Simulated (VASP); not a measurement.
# H27C5Cl5 in VASP: a series of runs, part 2 of 4

VASP 6.6.1. Earlier steps stand in the parts before.

### Step 3. Single point, r2SCAN+D3(BJ)

File POSCAR:

```
H27C5Cl5
1.0
    8.3203350000      0.0000000000      0.0000000000
    0.0000000000      8.3203350000      0.0000000000
    0.0000000000      0.0000000000      8.3203350000
C Cl H
5 5 27
Direct
    0.2904690737      0.5271542552      0.0525820174
    0.3509353890      0.0174632392      0.1112094645
    0.7715434535      0.8986417013      0.5045710299
    0.6173910065      0.3300588258      0.5782820043
   -0.0688554007      0.2051119336      0.1751852540
    0.2676334547      0.5356034342      0.2648691429
    0.5077680166      0.1458595117      0.1773726659
    0.9826287043      0.8557828501      0.4857616911
    0.7055605333      0.4669763898      0.4579983859
   -0.0712351125      0.1987540165     -0.0424141576
    0.3478105148      0.6296260908     -0.0019830932
    0.3697206903      0.4375544975      0.0180161015
    0.1789110655      0.4839949353      0.0120788406
    0.2469852476      0.1023636668      0.1120147206
    0.3750089389     -0.0098313349     -0.0170546018
    0.3337726185     -0.0737830869      0.1951123362
    0.7720482408      0.9605262288      0.6297222408
    0.7489241719      0.9901284023      0.4177596215
    0.6930970928      0.7909296921      0.4995712312
    0.6899481812      0.3112494869      0.6794197589
    0.5114217156      0.3944192151      0.6068505655
    0.5808900723      0.2109410258      0.5276109676
    0.0380874087      0.2864548122      0.2056287397
   -0.1991265977      0.2555786516      0.2045470525
   -0.0498657806      0.0952485687      0.2343655634
    0.6343975333      0.7839708377      0.1416168940
    0.5660469200      0.7312205578      0.1640558944
    0.8918631281      0.5919232819      0.1483954672
    0.8666958722      0.5765873610      0.0646848955
    0.7181441613      0.6516564537      0.8511075576
    0.7187571174      0.6148790884      0.7694882478
    0.4110291232      0.0180401390      0.6076798590
    0.3298545071      0.0562717727      0.5820799283
    0.3765593573      0.6554303402      0.6836623766
    0.2936780791      0.6888905315      0.6849123262
    1.0899921698      0.2342814322      0.5692679441
    1.0445132317      0.3089539063      0.5559151164
```

File INCAR.step1:

```
SYSTEM = H27C5Cl5
ALGO = Normal
EDIFF = 1E-4
ENCUT = 520
GGA = PE
ISMEAR = -1
LASPH = .True.
LCHARG = .False.
LREAL = Auto
LWAVE = .True.
NBANDS = 65
NELM = 80
PREC = Accurate
SIGMA = 0.05
```

File INCAR.step2:

```
SYSTEM = H27C5Cl5
ALGO = Normal
EDIFF = 1E-6
ENCUT = 520
ISIF = 2
ISMEAR = -1
ISTART = 1
IVDW = 12
LASPH = .True.
LCHARG = .False.
LMIXTAU = .True.
LREAL = Auto
LWAVE = .False.
METAGGA = R2SCAN
NBANDS = 65
NELM = 80
PREC = Accurate
SIGMA = 0.05
VDW_A1 = 0.49484001
VDW_A2 = 5.73083694
VDW_S6 = 1.0
VDW_S8 = 0.78981345
```

File KPOINTS:

```
k-points
0
Gamma
  1 1 1
  0 0 0
```

Potentials or basis: VASP PAW PBE potentials, release 64 (C, Cl, H).

On the command line:

```sh
cat potpaw_PBE.64/C/POTCAR potpaw_PBE.64/Cl/POTCAR potpaw_PBE.64/H/POTCAR > POTCAR
cp INCAR.step1 INCAR
mpirun -np 1 vasp_gam > vasp.out
cp INCAR.step2 INCAR
mpirun -np 1 vasp_gam > vasp.out
```

OUTCAR:

```text
SYSTEM = H27C5Cl5
   EDIFF = 1E-6
   ENCUT = 520
   ISIF = 2
   ISMEAR = -1
   ISTART = 1
   IVDW = 12
   LASPH = .True.
   LREAL = Auto
   METAGGA = R2SCAN
   NELM = 80
   PREC = Accurate
 IVDW          = 12

 ion  position               nearest neighbor table
   1  0.290  0.527  0.053-  12 1.04  13 1.05  11 1.08   6 1.78
   2  0.351  0.017  0.111-  16 1.04  15 1.11  14 1.12   7 1.77
   3  0.772  0.899  0.505-  18 1.07  19 1.11  17 1.16   8 1.80
   4  0.617  0.330  0.578-  20 1.05  21 1.06  22 1.12   9 1.68
   5  0.931  0.205  0.175-  25 1.05  23 1.15  24 1.19  10 1.81
   6  0.268  0.536  0.265-   1 1.78
   7  0.508  0.146  0.177-   2 1.77
   8  0.983  0.856  0.486-   3 1.80
   9  0.706  0.467  0.458-   4 1.68
  10  0.929  0.199  0.958-   5 1.81
  11  0.348  0.630  0.998-   1 1.08
[... 24 lines left out ...]
  36  0.090  0.234  0.569-  37 0.74
  37  0.045  0.309  0.556-  36 0.74

  LATTYP: Found a simple cubic cell.
 ALAT       =     8.3203350000

  Lattice vectors:

 A1 = (   8.3203350000,   0.0000000000,   0.0000000000)
 A2 = (   0.0000000000,   8.3203350000,   0.0000000000)
 A3 = (   0.0000000000,   0.0000000000,   8.3203350000)

Analysis of symmetry for initial positions (statically):
=====================================================================
 Subroutine PRICEL returns:
 Original cell was already a primitive cell.

 Routine SETGRP: Setting up the symmetry group for a
 simple cubic supercell.

 Subroutine GETGRP returns: Found  1 space group operations
 (whereof  1 operations were pure point group operations)
 out of a pool of 48 trial point group operations.

The static configuration has the point symmetry C_1 .

Analysis of symmetry for dynamics (positions and initial velocities):
=====================================================================
 Subroutine PRICEL returns:
[... 177 lines left out ...]
  Fermi-wavevector in a.u.,A,eV,Ry     =   0.854815  1.615366  9.941888  0.730708
  Thomas-Fermi vector in A             =   1.971469
   LORBIT       =      0    0 simple, 1 ext, 2 COOP (PROOUT), +10 PAW based schemes
   METAGGA = R2SCAN    functional components
   LHFCALC =     F    Hartree Fock is set to
   AEXX    =    0.0000 exact exchange contribution
   IVDW    =    12    specifies the selected vdW correction
   LEPSILON=     F    determine dielectric tensor
   LRPA    =     F    only Hartree local field effects (RPA)
 non-spin polarized calculation
  energy-cutoff  :      520.00
  volume of cell :      576.00
 maximum number of plane-waves:      7758
 NGX is ok and might be reduce to    64
   NGX = 31   NGY = 31   NGZ = 31

 number of electron      81.9999997 magnetization

 Free energy of the ion-electron system (eV)
  ---------------------------------------------------
  ext. energy  EPLUGINS =         0.00000000
  ---------------------------------------------------
  free energy    TOTEN  =      -178.48610332 eV

  energy without entropy =     -178.48610332  energy(sigma->0) =     -178.48610332

 E-fermi :  -2.9722     XC(G=0):  -5.9676

 val. band max:       -4.2380794780   @ k =   0.0000   0.0000   0.0000
 cond. band min:       2.0531370035   @ k =   0.0000   0.0000   0.0000
 fundamental gap:      6.2912164815
 Fermi energy:        -2.9722308413

 k-point     1 :       0.0000    0.0000    0.0000
  band No.  band energies     occupation
      1     -20.2218      2.00000
      2     -19.6824      2.00000
      3     -19.4921      2.00000
      4     -19.3663      2.00000
      5     -19.2132      2.00000
      6     -14.9593      2.00000
[... 45 lines left out ...]
     52       4.0837      0.00000
     53       4.3181      0.00000
 [bands above 53 left out]

------------------------ aborting loop because EDIFF is reached ----------------------------------------

 Edisp (eV)   -0.68456

 E8    (eV) :    -0.1240

  FORCE on cell =-STRESS in cart. coord.  units (eV):
  Direction    XX          YY          ZZ          XY          YZ          ZX
  --------------------------------------------------------------------------------------
  -------------------------------------------------------------------------------------
  Total      -1.20984     2.60044     0.52270    -1.09069    -3.23859    -0.72286
  in kB      -3.36524     7.23327     1.45392    -3.03382    -9.00832    -2.01067
  external pressure =        1.77 kB  Pullay stress =        0.00 kB

 VOLUME and BASIS-vectors are now :
 -----------------------------------------------------------------------------
  energy-cutoff  :      520.00
  volume of cell :      576.00
      direct lattice vectors                 reciprocal lattice vectors
     8.320335000  0.000000000  0.000000000     0.120187468  0.000000000  0.000000000
     0.000000000  8.320335000  0.000000000     0.000000000  0.120187468  0.000000000
     0.000000000  0.000000000  8.320335000     0.000000000  0.000000000  0.120187468

 POSITION                                       TOTAL-FORCE (eV/Angst)
 -----------------------------------------------------------------------------------
      2.41680      4.38610      0.43750         0.133006      0.290755      0.670721
      2.91990      0.14530      0.92530        -0.804154      2.868099     -1.837262
      6.41950      7.47700      4.19820         0.644433      0.737620      2.730896
      5.13690      2.74620      4.81150        -1.670756     -1.634902     -0.003768
      7.74743      1.70660      1.45760        -1.178070      3.284475     -0.284948
      2.22680      4.45640      2.20380         0.397179      0.230872     -0.063196
[... 29 lines left out ...]
      0.74877      1.94930      4.73650         0.108276     -0.234286      0.046987
      0.37036      2.57060      4.62540        -0.129843      0.255618     -0.050861
 -----------------------------------------------------------------------------------
    total drift:                                0.007826      0.001519      0.020817

  FREE ENERGIE OF THE ION-ELECTRON SYSTEM (eV)
  ---------------------------------------------------
  free  energy   TOTEN  =      -179.1706651586 eV

  energy  without entropy=     -179.1706651586  energy(sigma->0) =     -179.17066516
```

OUTCAR.step1:

```text
SYSTEM = H27C5Cl5
   EDIFF = 1E-4
   ENCUT = 520
   GGA = PE
   ISMEAR = -1
   LASPH = .True.
[... 362 lines left out ...]
      2.22680      4.45640      2.20380         0.351498      0.237468      0.030558
[... 29 lines left out ...]
      0.74877      1.94930      4.73650         0.253923     -0.450469      0.094273
      0.37036      2.57060      4.62540        -0.251622      0.473776     -0.080756
 -----------------------------------------------------------------------------------
    total drift:                                0.008568      0.002670      0.018821

  FREE ENERGIE OF THE ION-ELECTRON SYSTEM (eV)
  ---------------------------------------------------
  free  energy   TOTEN  =      -151.6869331852 eV

  energy  without entropy=     -151.6869331852  energy(sigma->0) =     -151.68693319
```

OSZICAR.step1:

```text
N       E                     dE             d eps       ncg     rms          rms(c)
DAV:   1     0.565072690167E+03    0.56507E+03   -0.36252E+04   130   0.107E+03
DAV:   2    -0.804453194252E+02   -0.64552E+03   -0.61746E+03   163   0.219E+02
DAV:   3    -0.163359652062E+03   -0.82914E+02   -0.82392E+02   156   0.844E+01
DAV:   4    -0.165576201014E+03   -0.22165E+01   -0.22037E+01   180   0.164E+01
DAV:   5    -0.165634969989E+03   -0.58769E-01   -0.58727E-01   164   0.270E+00    0.296E+01
DAV:   6    -0.154128282480E+03    0.11507E+02   -0.14328E+01   156   0.142E+01    0.132E+01
DAV:   7    -0.152014945749E+03    0.21133E+01   -0.64602E+00   156   0.842E+00    0.669E+00
DAV:   8    -0.151679758344E+03    0.33519E+00   -0.53485E-01   164   0.268E+00    0.311E+00
DAV:   9    -0.151680773127E+03   -0.10148E-02   -0.97926E-02   156   0.113E+00    0.766E-01
DAV:  10    -0.151686210445E+03   -0.54373E-02   -0.82828E-03   148   0.372E-01    0.297E-01
DAV:  11    -0.151687378738E+03   -0.11683E-02   -0.18369E-03   148   0.212E-01    0.793E-02
DAV:  12    -0.151687146191E+03    0.23255E-03   -0.62736E-04   164   0.108E-01    0.592E-02
DAV:  13    -0.151686993890E+03    0.15230E-03   -0.91402E-05   108   0.523E-02    0.287E-02
DAV:  14    -0.151686933185E+03    0.60705E-04   -0.62303E-05   116   0.409E-02
   1 F= -.15168693E+03 E0= -.15168693E+03  d E =-.238797E-10
```

Run time: 6.3 min. Hardware: 1 thread of Intel Xeon Platinum 8259CL at 2.50GHz (Skylake/Cascade Lake), shared host; peak memory 0.61 GiB.

What came out:

```yaml
Free_energy: -179.1707 eV
Pressure: 0.2 GPa
Largest_force: 3.501 eV/Å
Band_gap_on_the_k_mesh: 6.29 eV
Dispersion_energy_per_atom: -0.019 eV
```

Forces on the atoms (eV/Å):
```
C    0.133  0.291  0.671
C   -0.804  2.868 -1.837
C    0.644  0.738  2.731
C   -1.671 -1.635 -0.004
C   -1.178  3.284 -0.285
Cl   0.397  0.231 -0.063
Cl   0.596  0.060  0.214
Cl  -0.119 -0.506 -0.315
Cl   1.593  1.113 -2.053
Cl   0.166 -0.516  0.334
H   -0.749  0.933  0.168
H    1.568 -1.926  0.165
H   -1.371  0.460 -0.947
H    0.286 -0.869 -0.023
H   -0.108 -0.492  0.901
H   -0.089 -1.563  0.753
H   -0.653 -1.015 -1.641
H   -0.548  0.233 -0.678
H    0.668  0.569 -0.090
H    0.773 -0.264  1.367
H   -1.236 -0.180  0.956
H    0.572  1.005 -0.276
H   -1.680 -0.583 -0.069
H    2.693 -0.618 -0.071
H    0.101 -1.606  0.052
H   -0.010  0.039 -0.009
H    0.007 -0.028  0.047
H    0.096  0.035  0.159
H    0.004 -0.059 -0.124
H   -0.039 -0.024 -0.068
H    0.013  0.045  0.045
H   -0.975  0.409 -0.282
H    0.932 -0.464  0.305
H   -0.026  0.036 -0.011
H    0.035 -0.023 -0.020
H    0.108 -0.234  0.047
H   -0.130  0.256 -0.051
```

Stress tensor (GPa, compression positive):
```
-0.34 -0.30 -0.20
-0.30  0.72 -0.90
-0.20 -0.90  0.15
```

Caveat: the k points lie up to 0.76 Å⁻¹ apart; the PAW data sets were made with another functional, which shifts forces and pressure a little.

(Continued in part 3 of 4.)
